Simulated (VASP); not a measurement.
# Se (R-3m) in VASP: a series of runs, part 2 of 2

VASP 6.6.1. The steps go on from the part before.

## 3. Relaxation of cell and atoms, LDA, target pressure 20 GPa, at which the enthalpy is minimised

Contents of INCAR:

```
  PREC = Accurate
  ENCUT = 600
  EDIFF = 1E-6
  ISMEAR = -1
  SIGMA = 0.05
  LREAL = F
  LASPH = T
  NELM = 60
  ALGO = Normal
  ISIF = 3
  LWAVE = F
  LCHARG = F
  GGA = CA
  IBRION = 2
  NSW = 80
  EDIFFG = -0.02
  PSTRESS = 200.0
```

Contents of KPOINTS:

```
Automatic mesh
0
Gamma
  19 19 19
```

Contents of POSCAR:

```
Se
1.0
    2.3912690000      0.0000000000      0.0000000000
   -0.7080256539      2.2840462132      0.0000000000
   -0.7080256539     -0.9607424365      2.0721585544
Se
1
Direct
    0.0000000000      0.0000000000      0.0000000000
```

Potentials or basis: VASP PAW LDA potentials, release 64 (Se).

Run with:

```console
$ cat potpaw_LDA.64/Se/POTCAR > POTCAR
$ mpirun -np 1 vasp_std > vasp.out
```

OUTCAR:

```text
PREC = Accurate
   ENCUT = 600
   EDIFF = 1E-6
   ISMEAR = -1
   LREAL = F
   LASPH = T
   NELM = 60
   ISIF = 3
   GGA = CA
   IBRION = 2
   NSW = 80
   EDIFFG = -0.02
   PSTRESS = 200.0

 ion  position               nearest neighbor table
   1  0.000  0.000  0.000-

  LATTYP: Found a trigonal (rhomboedric) cell.
 ALAT       =     2.3912690000
 COS(alpha) =    -0.2960878320

  Lattice vectors:

 A1 = (   2.3912690000,   0.0000000000,   0.0000000000)
 A2 = (  -0.7080256539,   2.2840462132,   0.0000000000)
 A3 = (  -0.7080256539,  -0.9607424365,   2.0721585544)

Analysis of symmetry for initial positions (statically):
=====================================================================
 Subroutine PRICEL returns:
 Original cell was already a primitive cell.

 Routine SETGRP: Setting up the symmetry group for a
 trigonal (rhombohedral) supercell.

 Subroutine GETGRP returns: Found 12 space group operations
 (whereof 12 operations were pure point group operations)
 out of a pool of 12 trial point group operations.

The static configuration has the point symmetry D_3d.

Analysis of symmetry for dynamics (positions and initial velocities):
=====================================================================
 Subroutine PRICEL returns:
 Original cell was already a primitive cell.

 Routine SETGRP: Setting up the symmetry group for a
 trigonal (rhombohedral) supercell.

 Subroutine GETGRP returns: Found 12 space group operations
 (whereof 12 operations were pure point group operations)
 out of a pool of 12 trial point group operations.

The dynamic configuration has the point symmetry D_3d.

 Subroutine INISYM returns: Found 12 space group operations
 (whereof 12 operations are pure point group operations),
 and found     1 'primitive' translations

----------------------------------------------------------------------------------------

                                     Primitive cell

[... 86 lines left out ...]
   ENCUT  =  600.0 eV  44.10 Ry    6.64 a.u.   4.78  4.78  4.78*2*pi/ulx,y,z
   NELM   =     60;   NELMIN=  2; NELMDL= -5     # of ELM steps
   EDIFF  = 0.1E-05   stopping-criterion for ELM
   LREAL  =      F    real-space projection
   EDIFFG = -.2E-01   stopping-criterion for IOM
   NSW    =     80    number of steps for IOM
   IBRION =      2    ionic relax: 0-MD 1-quasi-New 2-CG
   NFREE  =      1    steps in history (QN), initial steepest desc. (CG)
   ISIF   =      3    stress and relaxation
   ISYM   =      2    0-nonsym 1-usesym 2-fastsym
   POTIM  = 0.5000    time-step for ionic-motion
   TEBEG  =    0.0;   TEEND  =   0.0 temperature during run
   PSTRESS=  200.0 pullay stress
   NELECT =       6.0000    total number of electrons
   NUPDOWN=      -1.0000    fix difference up-down
   EMIN   =  10.00;   EMAX   =-10.00  energy-range for DOS
   EFERMI =   0.00;   METHOD = LEGACY
   ISMEAR =    -1;   SIGMA  =   0.05  broadening in eV -4-tet -1-fermi 0-gaus
   EFERMI_NEDOS =   21; number of points for ismear=-14 and -15
   IALGO  =     38    algorithm
   IMIX   =      4    mixing-type and parameters
     AMIX     =   0.40;   BMIX     =  1.00
     AMIX_MAG =   1.60;   BMIX_MAG =  1.00
  volume/ion in A,a.u.               =      11.32        76.38
  Fermi-wavevector in a.u.,A,eV,Ry     =   1.324971  2.503833 23.885694  1.755549
  Thomas-Fermi vector in A             =   2.454467
   LORBIT       =      0    0 simple, 1 ext, 2 COOP (PROOUT), +10 PAW based schemes
   GGA     = CA    functional components
   LHFCALC =     F    Hartree Fock is set to
   AEXX    =    0.0000 exact exchange contribution
   IVDW    =     0    specifies the selected vdW correction
   LEPSILON=     F    determine dielectric tensor
   LRPA    =     F    only Hartree local field effects (RPA)
 conjugate gradient relaxation of ions
 non-spin polarized calculation
  energy-cutoff  :      600.00
  volume of cell :       11.32
 maximum number of plane-waves:       393
   NGX =  9   NGY =  9   NGZ =  9

--------------------------------------- Ionic step        1  -------------------------------------------

 number of electron       6.0000000 magnetization

 Free energy of the ion-electron system (eV)
  ---------------------------------------------------
  ext. energy  EPLUGINS =         0.00000000
  ---------------------------------------------------
  free energy    TOTEN  =        -1.50711315 eV

  energy without entropy =       -1.50339092  energy(sigma->0) =       -1.50525204

 E-fermi :  15.2809     XC(G=0): -13.5121

 val. band max:       15.2754008498   @ k =  -0.2632   0.3158   0.2105
 cond. band min:      15.2826508141   @ k =  -0.2632   0.3684   0.2105
 fundamental gap:      0.0072499644
 Fermi energy:        15.2809304759
[... 595 lines left out ...]
  energy  without entropy=       -3.7284981379  energy(sigma->0) =       -3.73138451

  enthalpy is  TOTEN    =        -1.5194155679 eV   P V=        2.2148553179

[... ionic steps 4 to 13 ...]

--------------------------------------- Ionic step       14  -------------------------------------------

 number of electron       5.9999998 magnetization

------------------------ aborting loop because EDIFF is reached ----------------------------------------
[... 69 lines left out ...]
--------------------------------------- Ionic step       16  -------------------------------------------

 number of electron       5.9999998 magnetization

 Free energy of the ion-electron system (eV)
  ---------------------------------------------------
  ext. energy  EPLUGINS =         0.00000000
  ---------------------------------------------------
  free energy    TOTEN  =        -3.84613299 eV

  energy without entropy =       -3.84278563  energy(sigma->0) =       -3.84445931

 E-fermi :   8.1886     XC(G=0): -11.4872

 val. band max:        8.1783766580   @ k =   0.2632   0.1053   0.0000
 cond. band min:       8.1983161111   @ k =  -0.2105   0.2632   0.1053
 fundamental gap:      0.0199394531
 Fermi energy:         8.1885757507
[... 272 lines left out ...]
  energy  without entropy=       -3.8427856319  energy(sigma->0) =       -3.84445931

  enthalpy is  TOTEN    =        -1.7184916926 eV   P V=        2.1276412965

 reached required accuracy - stopping structural energy minimisation
```

OSZICAR:

```text
N       E                     dE             d eps       ncg     rms          rms(c)
DAV:   1     0.123987232981E+02    0.12399E+02   -0.37042E+03  9555   0.881E+02
DAV:   2    -0.142269090821E+01   -0.13821E+02   -0.13186E+02 13202   0.938E+01
[... 119 lines left out ...]
  15 F= -.17180123E+01 E0= -.17163781E+01  d E =-.687187E-03
       N       E                     dE             d eps       ncg     rms          rms(c)
DAV:   1    -0.384662510980E+01   -0.38411E-02   -0.78745E-02 10199   0.173E+00    0.193E-01
DAV:   2    -0.384632608167E+01    0.29903E-03   -0.14089E-03 11326   0.328E-01    0.856E-02
DAV:   3    -0.384613221754E+01    0.19386E-03   -0.43928E-04 12397   0.125E-01    0.100E-02
DAV:   4    -0.384613298913E+01   -0.77159E-06   -0.96466E-06 10962   0.280E-02
  16 F= -.17184917E+01 E0= -.17168180E+01  d E =-.116655E-02
```

CONTCAR:

```text
Se
   1.00000000000000
     2.6269185391547194    0.1223455370696756    0.1915806148892662
    -0.6609389641177650    2.5453544210269627    0.1915806149863169
    -0.6609389641267140   -0.8968490156532641    2.3898104742875956
  Se
     1
Direct
     0.0000000000000000    0.0000000000000000    0.0000000000000000

  0.00000000E+00  0.00000000E+00  0.00000000E+00
```

Run time: 9.4 min. Hardware: 1 thread of Oxide Virtual Turin-like, shared host; peak memory 0.15 GiB.

What came out:

```
Free energy                                                : -3.8461 eV
Relaxed volume                                             : 17.04 Å³/atom
Relaxed cell                                               : a = 2.637 Å, b = 2.637 Å, c = 2.637 Å, α = 101.52°, β = 101.52°, γ = 101.52°
Space group after relaxing (to 0.1 Å)                      : R-3m (No. 166)
Energy change on relaxing (the run minimises the enthalpy) : -2339.0 meV/atom
Ionic steps                                                : 16
Pressure after relaxing                                    : 20.0 GPa
Band gap on the k mesh                                     : zero (bands 3 and 4 overlap by 7.61 eV)
```

The path:
```
step  energy change (eV)  largest force (eV/Å)  pressure (GPa)  volume (Å³)
   1              0.0000                0.0000          148.96        11.32
   2             -1.1777                0.0000          -13.28        33.76
   3             -2.2272                0.0000            7.55        17.74
   4             -2.1603                0.0000           15.24        16.78
   5             -2.1045                0.0000           20.27        16.28
   6             -2.1182                0.0000           19.11        16.39
   7             -2.1498                0.0000           19.40        16.43
   8             -2.2436                0.0000           21.77        16.49
   9             -2.1607                0.0000           34.75        16.25
  10             -2.2473                0.0000           27.10        16.42
  11             -2.2550                0.0000           25.66        16.45
  12             -2.3102                0.0000           22.50        16.83
  13             -2.3357                0.0000           20.96        17.03
  14             -2.3333                0.0000           21.12        17.01
  15             -2.3357                0.0000           20.70        17.02
  16             -2.3390                0.0000           19.98        17.04
```

Final structure:
```yaml
crystal:
  lattice:
    - [2.62692, 0.12235, 0.19158]
    - [-0.66094, 2.54535, 0.19158]
    - [-0.66094, -0.89685, 2.38981]
  atoms:
    - { symbol: Se, position: [0.00000, 0.00000, 0.00000] }
```

Caveat: the cell is relaxed towards a set pressure, so the run minimises the enthalpy, not the energy; the volume moved by over 15 % at a fixed basis, so the end points are rough.
